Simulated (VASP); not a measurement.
# Bi (Im-3m) in VASP: further runs

Aim: see how the results for Bi move with the level of theory and the settings. Levels: LDA, PBEsol+D4. Tasks: single point.

All numbers are computed with VASP 6.6.1; they aren't measurements. Logs are shortened: lines on timing, memory, paths and dates and some standing lists are left out, and cuts for length are marked.

## 1. The cell of the first run

Symmetry: Im-3m, No. 229, cubic system. Conventional cell: a = 3.887 Å, b = 3.887 Å, c = 3.887 Å, α = 90.00°, β = 90.00°, γ = 90.00°. Bi (site symmetry m-3m) has 14 Bi at 3.37 to 3.89 Å within 4.4 Å.

## 2. Single point, LDA

File INCAR:

```
ALGO     = Normal         # electronic algorithm
EDIFF    = 1E-6           # SCF threshold, eV
ENCUT    = 520            # plane-wave cutoff, eV
GGA      = CA             # functional
ISIF     = 2              # what is computed and relaxed
ISMEAR   = -1             # smearing method
LASPH    = T              # aspherical terms in the spheres
LCHARG   = F              # write CHGCAR
LREAL    = F              # projectors in reciprocal space
LWAVE    = F              # write WAVECAR
NBANDS   = 14             # bands
NELM     = 80             # most SCF steps
PREC     = Accurate       # precision mode
SIGMA    = 0.05           # smearing width, eV
```

File KPOINTS:

```
k-points
0
Gamma
  9 9 9
```

File POSCAR:

```
Bi
1.0
   -1.9433582087      1.9433582087      1.9433582087
    1.9433582087     -1.9433582087      1.9433582087
    1.9433582087      1.9433582087     -1.9433582087
Bi
1
Direct
    0.0000000000      0.0000000000      0.0000000000
```

Potentials or basis: VASP PAW LDA potentials, release 64 (Bi_d).

The run is started by

```bash
$ cat potpaw_LDA.64/Bi_d/POTCAR > POTCAR
$ mpirun -np 1 vasp_std > vasp.out
```

OUTCAR:

```text
EDIFF = 1E-6
   ENCUT = 520
   GGA = CA
   ISIF = 2
   ISMEAR = -1
   LASPH = T
   LREAL = F
   NELM = 80
   PREC = Accurate

 ion  position               nearest neighbor table
   1  0.000  0.000  0.000-

  LATTYP: Found a body centered cubic cell.
 ALAT       =     3.8867164174

  Lattice vectors:

 A1 = (  -1.9433582087,   1.9433582087,   1.9433582087)
 A2 = (   1.9433582087,  -1.9433582087,   1.9433582087)
 A3 = (   1.9433582087,   1.9433582087,  -1.9433582087)

Analysis of symmetry for initial positions (statically):
=====================================================================
 Subroutine PRICEL returns:
 Original cell was already a primitive cell.

 Routine SETGRP: Setting up the symmetry group for a
 body centered cubic supercell.

 Subroutine GETGRP returns: Found 48 space group operations
[... 9 lines left out ...]

 Routine SETGRP: Setting up the symmetry group for a
 body centered cubic supercell.

 Subroutine GETGRP returns: Found 48 space group operations
[... 11 lines left out ...]
                                     Primitive cell

  volume of cell :      29.3575

  direct lattice vectors                    reciprocal lattice vectors
    -1.943358209  1.943358209  1.943358209     0.000000000  0.257286587  0.257286587
     1.943358209 -1.943358209  1.943358209     0.257286587  0.000000000  0.257286587
     1.943358209  1.943358209 -1.943358209     0.257286587  0.257286587  0.000000000

  length of vectors
     3.365995155  3.365995155  3.365995155     0.363858180  0.363858180  0.363858180

  position of ions in fractional coordinates (direct lattice)
     0.000000000  0.000000000  0.000000000

  ion indices of the primitive-cell ions
   primitive index   ion index
                 1           1

----------------------------------------------------------------------------------------

 KPOINTS: k-points

Automatic generation of k-mesh.
 Grid dimensions read from file:
 generate k-points for:    9    9    9

 Generating k-lattice:

  Cartesian coordinates                     Fractional coordinates (reciprocal lattice)
     0.000000000  0.028587399  0.028587399     0.111111111  0.000000000  0.000000000
     0.028587399  0.000000000  0.028587399     0.000000000  0.111111111  0.000000000
     0.028587399  0.028587399  0.000000000     0.000000000  0.000000000  0.111111111

  Length of vectors
     0.040428687  0.040428687  0.040428687

  Shift w.r.t. Gamma in fractional coordinates (k-lattice)
     0.000000000  0.000000000  0.000000000

 Subroutine IBZKPT returns following result:
 ===========================================

 Found     35 irreducible k-points:

 Following reciprocal coordinates:
            Coordinates               Weight
  0.000000  0.000000  0.000000      1.000000
  0.111111  0.000000  0.000000     12.000000
  0.222222  0.000000  0.000000     12.000000
  0.333333  0.000000  0.000000     12.000000
  0.444444  0.000000  0.000000     12.000000
  0.111111  0.111111  0.000000     24.000000
[... 16 lines left out ...]
 -0.333333  0.444444  0.111111     48.000000
 -0.444444 -0.444444  0.111111     24.000000
 [... further k-points ...]
   k-points           NKPTS =     35   k-points in BZ     NKDIM =     35   number of bands    NBANDS=     14
   number of dos      NEDOS =    301   number of ions     NIONS =      1
   total plane-waves  NPLWV =  21952
   dimension x,y,z NGX =    28 NGY =   28 NGZ =   28
   dimension x,y,z NGXF=    56 NGYF=   56 NGZF=   56
   ions per type =               1
   NGX,Y,Z   is equivalent  to a cutoff of  13.83, 13.83, 13.83 a.u.
   NGXF,Y,Z  is equivalent  to a cutoff of  27.66, 27.66, 27.66 a.u.
 SYSTEM =  unknown system
   PREC   = accura    normal or accurate (medium, high low for compatibility)
   ISTART =      0    job   : 0-new  1-cont  2-samecut
   ICHARG =      2    charge: 1-file 2-atom 10-const
   ISPIN  =      1    spin polarized calculation?
   LNONCOLLINEAR =      F non collinear calculations
   LSORBIT =      F    spin-orbit coupling
   LASPH  =      T    aspherical Exc in radial PAW
   ENCUT  =  520.0 eV  38.22 Ry    6.18 a.u.   6.26  6.26  6.26*2*pi/ulx,y,z
   NELM   =     80;   NELMIN=  2; NELMDL= -5     # of ELM steps
   EDIFF  = 0.1E-05   stopping-criterion for ELM
   LREAL  =      F    real-space projection
   EDIFFG = 0.1E-04   stopping-criterion for IOM
   NSW    =      0    number of steps for IOM
   IBRION =     -1    ionic relax: 0-MD 1-quasi-New 2-CG
[... 8 lines left out ...]
   EMIN   =  10.00;   EMAX   =-10.00  energy-range for DOS
   EFERMI =   0.00;   METHOD = LEGACY
   ISMEAR =    -1;   SIGMA  =   0.05  broadening in eV -4-tet -1-fermi 0-gaus
   EFERMI_NEDOS =   21; number of points for ismear=-14 and -15
   IALGO  =     38    algorithm
   IMIX   =      4    mixing-type and parameters
     AMIX     =   0.40;   BMIX     =  1.00
     AMIX_MAG =   1.60;   BMIX_MAG =  1.00
  volume/ion in A,a.u.               =      29.36       198.11
  Fermi-wavevector in a.u.,A,eV,Ry     =   1.308777  2.473230 23.305390  1.712898
  Thomas-Fermi vector in A             =   2.439421
   LORBIT       =      0    0 simple, 1 ext, 2 COOP (PROOUT), +10 PAW based schemes
   GGA     = CA    functional components
   LHFCALC =     F    Hartree Fock is set to
   AEXX    =    0.0000 exact exchange contribution
   IVDW    =     0    specifies the selected vdW correction
   LEPSILON=     F    determine dielectric tensor
   LRPA    =     F    only Hartree local field effects (RPA)
 non-spin polarized calculation
  energy-cutoff  :      520.00
  volume of cell :       29.36
 maximum number of plane-waves:       806
 NGX is ok and might be reduce to    28
   NGX = 13   NGY = 13   NGZ = 13

 number of electron      15.0000005 magnetization

 Free energy of the ion-electron system (eV)
  ---------------------------------------------------
  ext. energy  EPLUGINS =         0.00000000
  ---------------------------------------------------
  free energy    TOTEN  =        -4.48133758 eV

  energy without entropy =       -4.47665100  energy(sigma->0) =       -4.47899429

 E-fermi :   8.5242     XC(G=0): -10.8090

 val. band max:        8.5009535926   @ k =   0.2222   0.0000   0.0000
 cond. band min:       8.5475855632   @ k =  -0.2222   0.2222   0.1111
 fundamental gap:      0.0466319705
 Fermi energy:         8.5241683658

 k-point     1 :       0.0000    0.0000    0.0000
  band No.  band energies     occupation
      1     -14.5938      2.00000
      2     -14.5938      2.00000
      3     -14.5938      2.00000
      4     -14.4357      2.00000
      5     -14.4357      2.00000
      6      -5.5251      2.00000
      7      13.9057      0.00000
      8      13.9057      0.00000
      9      13.9057      0.00000
     10      18.4372      0.00000
     11      18.9544      0.00000
     12      18.9544      0.00000
     13      18.9544      0.00000
     14      20.5268      0.00000

 k-point     2 :       0.1111    0.0000    0.0000
  band No.  band energies     occupation
      1     -14.5996      2.00000
      2     -14.5845      2.00000
      3     -14.5644      2.00000
      4     -14.4423      2.00000
      5     -14.4367      2.00000
      6      -5.2841      2.00000
      7      11.8126      0.00000
      8      13.2068      0.00000
      9      13.6709      0.00000
     10      17.4398      0.00000
     11      18.1476      0.00000
     12      18.7327      0.00000
     13      19.8303      0.00000
     14      21.5008      0.00000

 k-point     3 :       0.2222    0.0000    0.0000
  band No.  band energies     occupation
      1     -14.6144      2.00000
      2     -14.5663      2.00000
      3     -14.4888      2.00000
      4     -14.4547      2.00000
      5     -14.4393      2.00000
      6      -4.5748      2.00000
      7       8.5010      1.22807
      8      11.8939      0.00000
      9      13.0714      0.00000
     10      16.0267      0.00000
     11      17.2064      0.00000
     12      18.9682      0.00000
     13      20.8074      0.00000
     14      23.5908      0.00000

 k-point     4 :       0.3333    0.0000    0.0000
  band No.  band energies     occupation
      1     -14.6311      2.00000
      2     -14.5610      2.00000
      3     -14.4552      2.00000
      4     -14.4422      2.00000
      5     -14.4014      2.00000
      6      -3.4772      2.00000
      7       5.4708      2.00000
      8      10.7709      0.00000
      9      12.4382      0.00000
     10      15.1502      0.00000
     11      16.5673      0.00000
     12      19.8870      0.00000
     13      21.5020      0.00000
     14      25.8942      0.00000

 k-point     5 :       0.4444    0.0000    0.0000
  band No.  band energies     occupation
      1     -14.6420      2.00000
      2     -14.5677      2.00000
      3     -14.4464      2.00000
      4     -14.4439      2.00000
      5     -14.3433      2.00000
      6      -2.3610      2.00000
      7       3.3518      2.00000
      8      10.1521      0.00000
      9      12.0602      0.00000
     10      14.7341      0.00000
     11      16.2498      0.00000
[... 276 lines left out ...]
 k-point    22 :      -0.4444    0.4444    0.1111
  band No.  band energies     occupation
      1     -14.6098      2.00000
      2     -14.5566      2.00000
      3     -14.4642      2.00000
      4     -14.4510      2.00000
      5     -14.3462      2.00000
      6      -2.1638      2.00000
      7       3.6102      2.00000
      8       9.4801      0.00000
      9      10.9336      0.00000
     10      16.0823      0.00000
     11      17.2670      0.00000
     12      18.5548      0.00000
     13      20.5638      0.00000
     14      26.9430      0.00000

 k-point    23 :      -0.3333    0.4444    0.1111
  band No.  band energies     occupation
      1     -14.5794      2.00000
      2     -14.5367      2.00000
      3     -14.4784      2.00000
      4     -14.4565      2.00000
      5     -14.3752      2.00000
      6      -2.3330      2.00000
      7       4.7775      2.00000
      8       7.8921      1.99999
      9      11.3074      0.00000
     10      15.8791      0.00000
     11      16.9039      0.00000
     12      20.1134      0.00000
     13      20.3706      0.00000
     14      24.1513      0.00000

 k-point    24 :      -0.4444   -0.4444    0.1111
  band No.  band energies     occupation
      1     -14.5827      2.00000
      2     -14.5414      2.00000
      3     -14.4862      2.00000
      4     -14.4427      2.00000
      5     -14.3515      2.00000
      6      -1.6871      2.00000
      7       3.7578      2.00000
      8       7.5056      2.00000
      9      11.2232      0.00000
     10      16.0684      0.00000
     11      17.5450      0.00000
     12      18.5468      0.00000
     13      20.1585      0.00000
     14      26.5284      0.00000

 [... further k-points ...]
[... 5 lines left out ...]
  --------------------------------------------------------------------------------------
  -------------------------------------------------------------------------------------
  Total        0.0142049      0.0142049      0.0142049      0.0000000      0.0000000     -0.0000000
  in kB        0.7752283      0.7752283      0.7752283      0.0000000      0.0000000     -0.0000000
  external PRESSURE =       0.7752283 kB  Pullay stress =       0.0000000 kB

 VOLUME and BASIS-vectors are now :
 -----------------------------------------------------------------------------
  energy-cutoff  :      520.00
  volume of cell :       29.36
      direct lattice vectors                 reciprocal lattice vectors
    -1.943358209  1.943358209  1.943358209     0.000000000  0.257286587  0.257286587
     1.943358209 -1.943358209  1.943358209     0.257286587  0.000000000  0.257286587
     1.943358209  1.943358209 -1.943358209     0.257286587  0.257286587  0.000000000

 POSITION                                       TOTAL-FORCE (eV/Angst)
 -----------------------------------------------------------------------------------
      0.00000      0.00000      0.00000        -0.000000      0.000000     -0.000000
 -----------------------------------------------------------------------------------
    total drift:                                0.000000     -0.000000     -0.000000

  FREE ENERGIE OF THE ION-ELECTRON SYSTEM (eV)
  ---------------------------------------------------
  free  energy   TOTEN  =        -4.4813375801 eV

  energy  without entropy=       -4.4766509983  energy(sigma->0) =       -4.47899429
```

Run time: 12 s. Hardware: 1 thread of Intel Xeon 8259CL, shared host; peak memory 0.14 GiB.

Results:

| Quantity | Value |
| --- | --- |
| Free energy | -4.4813 eV |
| Pressure | 0.1 GPa |

Levels at points of the mesh, in eV from the Fermi level:
| k point | band 3 | band 4 | band 5 | band 6 | band 7 | band 8 | band 9 | band 10 | band 11 | band 12 |
| --- | --- | --- | --- | --- | --- | --- | --- | --- | --- | --- |
| (0.00, 0.00, 0.00) | -23.12 | -22.96 | -22.96 | -14.05 | 5.38 | 5.38 | 5.38 | 9.91 | 10.43 | 10.43 |

Caveat: spin-orbit coupling is left out, which moves the levels of the heavy elements.

(Part 1 of 2 ends here.)
